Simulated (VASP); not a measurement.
Set up this calculation in VASP 6.6.1, as the native input.

| Property | Result |
| --- | --- |
| Task | relaxation of cell and atoms |
| Functional | PBE |
| Potentials or basis | VASP PAW PBE potentials, release 64 (Be, Tl_d) |
| Cutoff | 600 eV |
| k mesh | 8 × 8 × 8 |
| Occupations | gaussian, width 0.1 eV |
| Spin | no spin polarisation |
| Dipole correction | no |
| Further INCAR settings | ALGO = Fast; EDIFF = 1e-06; IBRION = 2; EDIFFG = -0.01; NSW = 100; ISIF = 3 |

The structure of BeTl2 lies in POSCAR:

```
BeTl2
1.0
    5.5409919885      0.0000000000      0.0000000000
    0.0000000000      5.5409919885      0.0000000000
    0.0000000000      0.0000000000      5.5409919885
Be Tl
2 4
Direct
    0.0000000000      0.0000000000      0.0000000000
    0.5000000000      0.5000000000      0.5000000000
    0.2500000000      0.2500000000      0.2500000000
    0.2500000000      0.7500000000      0.7500000000
    0.7500000000      0.7500000000      0.2500000000
    0.7500000000      0.2500000000      0.7500000000
```

These files were run (other wordings do the same):

INCAR

```
PREC     = Accurate       # precision mode
ENCUT    = 600            # plane-wave cutoff, eV
EDIFF    = 1E-6           # SCF threshold, eV
ISMEAR   = 0              # smearing method
SIGMA    = 0.1            # smearing width, eV
LREAL    = False          # projectors in reciprocal space
LASPH    = True           # aspherical terms in the spheres
NELM     = 100            # most SCF steps
ALGO     = Fast           # electronic algorithm
ISIF     = 3              # what is computed and relaxed
LWAVE    = False          # write WAVECAR
LCHARG   = False          # write CHGCAR
GGA      = PE             # functional
IBRION   = 2              # ionic algorithm
NSW      = 100            # ionic steps
EDIFFG   = -0.01          # ionic threshold
```

KPOINTS

```
Automatic mesh
0
Gamma
  8 8 8
```

Potentials or basis: VASP PAW PBE potentials, release 64 (Be, Tl_d).

Command:

```sh
$ cat potpaw_PBE.64/Be/POTCAR potpaw_PBE.64/Tl_d/POTCAR > POTCAR
$ mpirun -np 1 vasp_std > vasp.out
```

Results of the run:

| Property | Result |
| --- | --- |
| Pressure after relaxing | 0.0 GPa |
| Band gap on the k mesh | zero (bands 28 and 29 overlap by 0.22 eV) |

Caveat: the relaxation stopped at its first step, so nothing moved; spin-orbit coupling is left out, which moves the levels of the heavy elements.

Wall time 4.6 min on 1 thread of Intel Xeon 8259CL, with other jobs on the host, peak memory 0.43 GiB.
